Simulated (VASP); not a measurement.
# La3Hf (Pm-3m) in VASP: notebook, part 2 of 2

VASP 6.6.1. Earlier steps stand in the parts before.

## (4) Single point, PBE

INCAR reads:

```
PREC     = Accurate       # precision mode
ENCUT    = 520            # plane-wave cutoff, eV
EDIFF    = 1E-7           # SCF threshold, eV
ISMEAR   = 1              # smearing method
SIGMA    = 0.05           # smearing width, eV
LREAL    = F              # projectors in reciprocal space
LASPH    = T              # aspherical terms in the spheres
NELM     = 80             # most SCF steps
ALGO     = Normal         # electronic algorithm
ISIF     = 2              # what is computed and relaxed
LWAVE    = F              # write WAVECAR
LCHARG   = T              # write CHGCAR
GGA      = PE             # functional
LELF     = T              # ELF
LVHAR    = T            
NBANDS   = 30             # bands
```

KPOINTS reads:

```
Automatic mesh
0
Gamma
  4 4 4
```

POSCAR reads:

```
La3Hf
1.0
    5.0451320000      0.0000000000      0.0000000000
    0.0000000000      5.0451320000      0.0000000000
    0.0000000000      0.0000000000      5.0451320000
La Hf
3 1
Direct
    0.0000000000      0.5000000000      0.5000000000
    0.5000000000      0.0000000000      0.5000000000
    0.5000000000      0.5000000000      0.0000000000
    0.0000000000      0.0000000000      0.0000000000
```

Potentials or basis: VASP PAW PBE potentials, release 64 (La, Hf_pv).

Command:

```
$ cat potpaw_PBE.64/La/POTCAR potpaw_PBE.64/Hf_pv/POTCAR > POTCAR
$ mpirun -np 1 vasp_std > vasp.out
```

OUTCAR:

```text
PREC = Accurate
   ENCUT = 520
   EDIFF = 1E-7
   ISMEAR = 1
   LREAL = F
   LASPH = T
   NELM = 80
   ISIF = 2
   GGA = PE

 ion  position               nearest neighbor table
   1  0.000  0.500  0.500-   2 3.57   3 3.57   4 3.57   3 3.57   4 3.57   2 3.57   4 3.57   4 3.57
                             2 3.57   3 3.57   3 3.57   2 3.57
   2  0.500  0.000  0.500-   1 3.57   3 3.57   4 3.57   3 3.57   4 3.57   1 3.57   3 3.57   3 3.57
                             1 3.57   4 3.57   4 3.57   1 3.57
   3  0.500  0.500  0.000-   1 3.57   2 3.57   4 3.57   1 3.57   2 3.57   2 3.57   4 3.57   2 3.57
                             1 3.57   4 3.57   1 3.57   4 3.57
   4  0.000  0.000  0.000-   1 3.57   2 3.57   3 3.57   1 3.57   2 3.57   1 3.57   3 3.57   1 3.57
                             2 3.57   3 3.57   2 3.57   3 3.57

  LATTYP: Found a simple cubic cell.
 ALAT       =     5.0451320000

  Lattice vectors:

 A1 = (   5.0451320000,   0.0000000000,   0.0000000000)
 A2 = (   0.0000000000,   5.0451320000,   0.0000000000)
 A3 = (   0.0000000000,   0.0000000000,   5.0451320000)

Analysis of symmetry for initial positions (statically):
=====================================================================
 Subroutine PRICEL returns:
 Original cell was already a primitive cell.

 Routine SETGRP: Setting up the symmetry group for a
 simple cubic supercell.

 Subroutine GETGRP returns: Found 48 space group operations
 (whereof 48 operations were pure point group operations)
 out of a pool of 48 trial point group operations.

The static configuration has the point symmetry O_h .

Analysis of symmetry for dynamics (positions and initial velocities):
=====================================================================
 Subroutine PRICEL returns:
 Original cell was already a primitive cell.

 Routine SETGRP: Setting up the symmetry group for a
 simple cubic supercell.

 Subroutine GETGRP returns: Found 48 space group operations
 (whereof 48 operations were pure point group operations)
 out of a pool of 48 trial point group operations.

The dynamic configuration has the point symmetry O_h .

 Subroutine INISYM returns: Found 48 space group operations
 (whereof 48 operations are pure point group operations),
 and found     1 'primitive' translations

----------------------------------------------------------------------------------------

                                     Primitive cell

  volume of cell :     128.4155

  direct lattice vectors                    reciprocal lattice vectors
     5.045132000  0.000000000  0.000000000     0.198210869  0.000000000  0.000000000
     0.000000000  5.045132000  0.000000000     0.000000000  0.198210869  0.000000000
     0.000000000  0.000000000  5.045132000     0.000000000  0.000000000  0.198210869

  length of vectors
     5.045132000  5.045132000  5.045132000     0.198210869  0.198210869  0.198210869

  position of ions in fractional coordinates (direct lattice)
     0.000000000  0.500000000  0.500000000
     0.500000000  0.000000000  0.500000000
     0.500000000  0.500000000  0.000000000
     0.000000000  0.000000000  0.000000000

  ion indices of the primitive-cell ions
   primitive index   ion index
                 1           1
                 2           2
                 3           3
                 4           4

[... 32 lines left out ...]
  0.500000  0.250000  0.000000     12.000000
  0.500000  0.500000  0.000000      3.000000
  0.250000  0.250000  0.250000      8.000000
  0.500000  0.250000  0.250000     12.000000
  0.500000  0.500000  0.250000      6.000000
  0.500000  0.500000  0.500000      1.000000
   k-points           NKPTS =     10   k-points in BZ     NKDIM =     10   number of bands    NBANDS=     30
   number of dos      NEDOS =    301   number of ions     NIONS =      4
   total plane-waves  NPLWV =  64000
   dimension x,y,z NGX =    40 NGY =   40 NGZ =   40
   dimension x,y,z NGXF=    80 NGYF=   80 NGZF=   80
   ions per type =               3   1
   NGX,Y,Z   is equivalent  to a cutoff of  13.18, 13.18, 13.18 a.u.
   NGXF,Y,Z  is equivalent  to a cutoff of  26.36, 26.36, 26.36 a.u.
 SYSTEM =  unknown system
   PREC   = accura    normal or accurate (medium, high low for compatibility)
   ISTART =      0    job   : 0-new  1-cont  2-samecut
   ICHARG =      2    charge: 1-file 2-atom 10-const
   ISPIN  =      1    spin polarized calculation?
   LNONCOLLINEAR =      F non collinear calculations
   LSORBIT =      F    spin-orbit coupling
   LASPH  =      T    aspherical Exc in radial PAW
   ENCUT  =  520.0 eV  38.22 Ry    6.18 a.u.   9.38  9.38  9.38*2*pi/ulx,y,z
   NELM   =     80;   NELMIN=  2; NELMDL= -5     # of ELM steps
   EDIFF  = 0.1E-06   stopping-criterion for ELM
   LREAL  =      F    real-space projection
   EDIFFG = 0.1E-05   stopping-criterion for IOM
   NSW    =      0    number of steps for IOM
   IBRION =     -1    ionic relax: 0-MD 1-quasi-New 2-CG
   NFREE  =      0    steps in history (QN), initial steepest desc. (CG)
   ISIF   =      2    stress and relaxation
   ISYM   =      2    0-nonsym 1-usesym 2-fastsym
   POTIM  = 0.5000    time-step for ionic-motion
   TEBEG  =    0.0;   TEEND  =   0.0 temperature during run
   PSTRESS=    0.0 pullay stress
   NELECT =      43.0000    total number of electrons
   NUPDOWN=      -1.0000    fix difference up-down
   EMIN   =  10.00;   EMAX   =-10.00  energy-range for DOS
   EFERMI =   0.00;   METHOD = LEGACY
   ISMEAR =     1;   SIGMA  =   0.05  broadening in eV -4-tet -1-fermi 0-gaus
   EFERMI_NEDOS =   21; number of points for ismear=-14 and -15
   IALGO  =     38    algorithm
   IMIX   =      4    mixing-type and parameters
     AMIX     =   0.40;   BMIX     =  1.00
     AMIX_MAG =   1.60;   BMIX_MAG =  1.00
  volume/ion in A,a.u.               =      32.10       216.65
  Fermi-wavevector in a.u.,A,eV,Ry     =   1.136820  2.148279 17.583628  1.292360
  Thomas-Fermi vector in A             =   2.273525
   LORBIT       =      0    0 simple, 1 ext, 2 COOP (PROOUT), +10 PAW based schemes
   GGA     = PE    functional components
   LHFCALC =     F    Hartree Fock is set to
   AEXX    =    0.0000 exact exchange contribution
   IVDW    =     0    specifies the selected vdW correction
   LEPSILON=     F    determine dielectric tensor
   LRPA    =     F    only Hartree local field effects (RPA)
 non-spin polarized calculation
 Methfessel and Paxton  Order N= 1 SIGMA  =   0.05
  energy-cutoff  :      520.00
  volume of cell :      128.42
 maximum number of plane-waves:      3468
 NGX is ok and might be reduce to    40
   NGX = 19   NGY = 19   NGZ = 19

 number of electron      42.9999997 magnetization

 Free energy of the ion-electron system (eV)
  ---------------------------------------------------
  ext. energy  EPLUGINS =         0.00000000
  ---------------------------------------------------
  free energy    TOTEN  =       -23.82781015 eV

  energy without entropy =      -23.82736965  energy(sigma->0) =      -23.82766332

 E-fermi :   7.6916     XC(G=0): -10.0603

 val. band max:        7.6681957072   @ k =   0.5000   0.2500   0.2500
 cond. band min:       7.7643430448   @ k =   0.5000   0.0000   0.0000
 fundamental gap:      0.0961473376
 Fermi energy:         7.6916357555

 k-point     1 :       0.0000    0.0000    0.0000
  band No.  band energies     occupation
      1     -24.9163      2.00000
      2     -24.5738      2.00000
      3     -24.5738      2.00000
      4     -23.5154      2.00000
      5     -23.5154      2.00000
      6     -23.5154      2.00000
[... 319 lines left out ...]
     29       9.2203      0.00000
     30       9.2205      0.00000

------------------------ aborting loop because EDIFF is reached ----------------------------------------

  FORCE on cell =-STRESS in cart. coord.  units (eV):
  Direction    XX          YY          ZZ          XY          YZ          ZX
  --------------------------------------------------------------------------------------
  -------------------------------------------------------------------------------------
  Total       -0.0799191     -0.0799191     -0.0799191      0.0000000      0.0000000     -0.0000000
  in kB       -0.9971117     -0.9971117     -0.9971117      0.0000000      0.0000000     -0.0000000
  external PRESSURE =      -0.9971117 kB  Pullay stress =       0.0000000 kB

 VOLUME and BASIS-vectors are now :
 -----------------------------------------------------------------------------
  energy-cutoff  :      520.00
  volume of cell :      128.42
      direct lattice vectors                 reciprocal lattice vectors
     5.045132000  0.000000000  0.000000000     0.198210869  0.000000000  0.000000000
     0.000000000  5.045132000  0.000000000     0.000000000  0.198210869  0.000000000
     0.000000000  0.000000000  5.045132000     0.000000000  0.000000000  0.198210869

 POSITION                                       TOTAL-FORCE (eV/Angst)
 -----------------------------------------------------------------------------------
      0.00000      2.52257      2.52257         0.000000      0.000000      0.000000
      2.52257      0.00000      2.52257         0.000000      0.000000      0.000000
      2.52257      2.52257      0.00000         0.000000      0.000000      0.000000
      0.00000      0.00000      0.00000         0.000000      0.000000      0.000000
 -----------------------------------------------------------------------------------
    total drift:                                0.000000     -0.000000     -0.000000

  FREE ENERGIE OF THE ION-ELECTRON SYSTEM (eV)
  ---------------------------------------------------
  free  energy   TOTEN  =       -23.8278101539 eV

  energy  without entropy=      -23.8273696486  energy(sigma->0) =      -23.82766332
```

It took 2.4 min on 1 thread of AMD EPYC 7R13, shared host; peak memory 0.23 GiB.

What came out:

```
Free energy            : -23.8278 eV
Pressure               : -0.1 GPa
Band gap on the k mesh : zero (an odd number of electrons rules out a gap without spin polarisation)
```

Levels at points of the mesh, in eV from the Fermi level:
| k point | band 18 | band 19 | band 20 | band 21 | band 22 | band 23 | band 24 | band 25 | band 26 | band 27 |
| --- | --- | --- | --- | --- | --- | --- | --- | --- | --- | --- |
| (0.00, 0.00, 0.00) | -2.06 | -2.06 | -1.61 | -1.61 | -1.61 | 1.40 | 1.40 | 1.40 | 1.69 | 1.87 |
| (0.50, 0.00, 0.00) | -1.14 | -0.79 | -0.69 | -0.50 | 0.07 | 0.07 | 0.40 | 0.40 | 0.57 | 1.39 |
| (0.50, 0.50, 0.00) | -0.55 | -0.55 | -0.34 | 0.08 | 0.16 | 0.16 | 0.27 | 0.27 | 0.38 | 0.73 |
| (0.50, 0.50, 0.50) | -1.71 | -1.71 | 0.91 | 0.91 | 1.11 | 1.11 | 1.11 | 1.47 | 1.48 | 1.48 |

Caveat: spin-orbit coupling is left out, which moves the levels of the heavy elements.

## (5) Single point, PBE

INCAR reads:

```
PREC = Accurate
ENCUT = 520
EDIFF = 1E-7
ISMEAR = 1
SIGMA = 0.05
LREAL = False
LASPH = True
NELM = 100
ALGO = Normal
ISIF = 2
LWAVE = False
LCHARG = False
GGA = PE
NBANDS = 30
```

KPOINTS reads:

```
regular mesh
0
Gamma
  5 5 5
```

POSCAR is that of step 4.

Command:

```
$ cat potpaw_PBE.64/La/POTCAR potpaw_PBE.64/Hf_pv/POTCAR > POTCAR
$ mpirun -np 1 vasp_std > vasp.out
```

It took 2.2 min on 1 thread of AMD EPYC 7R13, shared host; peak memory 0.23 GiB.

Results (log left out):

```
Free energy            : -23.7986 eV
Pressure               : 0.0 GPa
Band gap on the k mesh : zero (an odd number of electrons rules out a gap without spin polarisation)
```

Levels at points of the mesh, in eV from the Fermi level:
```tsv
k point	band 18	band 19	band 20	band 21	band 22	band 23	band 24	band 25	band 26	band 27
(0.00, 0.00, 0.00)	-2.11	-2.11	-1.64	-1.64	-1.64	1.38	1.38	1.38	1.67	1.84
```

Caveat: spin-orbit coupling is left out, which moves the levels of the heavy elements.

## (6) Single point, PBE

INCAR reads:

```
SYSTEM = La3Hf
PREC = Accurate
ENCUT = 520
EDIFF = 1E-7
ISMEAR = 1
SIGMA = 0.05
LREAL = .FALSE.
LASPH = .TRUE.
NELM = 80
ALGO = Normal
ISIF = 2
LWAVE = .FALSE.
LCHARG = .TRUE.
GGA = PE
LELF = .TRUE.
LVHAR = .TRUE.
NBANDS = 30
```

KPOINTS reads:

```
Automatic mesh
0
G
  6 6 6
  0 0 0
```

POSCAR is that of step 5.

Potentials or basis: VASP PAW PBE potentials, release 64 (La, Hf_pv).

Command:

```
$ cat potpaw_PBE.64/La/POTCAR potpaw_PBE.64/Hf_pv/POTCAR > POTCAR
$ mpirun -np 1 vasp_std > vasp.out
```

Wall time 3.6 min (1 thread of AMD EPYC 7R13, shared host); peak memory 0.26 GiB.

Results (log left out):

```yaml
Free_energy: -23.8077 eV
Pressure: 0.2 GPa
Band_gap_on_the_k_mesh: zero (an odd number of electrons rules out a gap without spin polarisation)
```

Levels at points of the mesh, in eV from the Fermi level:
| k point | band 20 | band 21 | band 22 | band 23 | band 24 | band 25 |
| --- | --- | --- | --- | --- | --- | --- |
| (0.00, 0.00, 0.00) | -1.60 | -1.60 | -1.60 | 1.42 | 1.42 | 1.42 |
| (0.50, 0.00, 0.00) | -0.66 | -0.49 | 0.09 | 0.09 | 0.43 | 0.43 |
| (0.50, 0.50, 0.00) | -0.31 | 0.11 | 0.17 | 0.17 | 0.29 | 0.29 |
| (0.50, 0.50, 0.50) | 0.95 | 0.95 | 1.12 | 1.12 | 1.12 | 1.48 |

Caveat: spin-orbit coupling is left out, which moves the levels of the heavy elements.

## (7) Overview

| k mesh | gap on the mesh (eV) | pressure (GPa) |
| --- | --- | --- |
| 2 × 2 × 2 | none | 2.7 |
| 3 × 3 × 3 | none | -0.9 |
| 4 × 4 × 4 | none | -0.1 |
| 5 × 5 × 5 | none | 0.0 |
| 6 × 6 × 6 | none | 0.2 |

Alike in all rows: task single point; level PBE; potentials or basis VASP PAW PBE potentials, release 64 (La, Hf_pv); no spin polarisation; cell as given; cutoff (eV) 520; smearing methfessel-paxton 0.05 eV.

Caveats: some runs use coarse meshes; spin-orbit coupling is left out, which moves the levels of the heavy elements.

Total energies depend on the potentials used, so only differences within one code and one set of settings carry meaning.
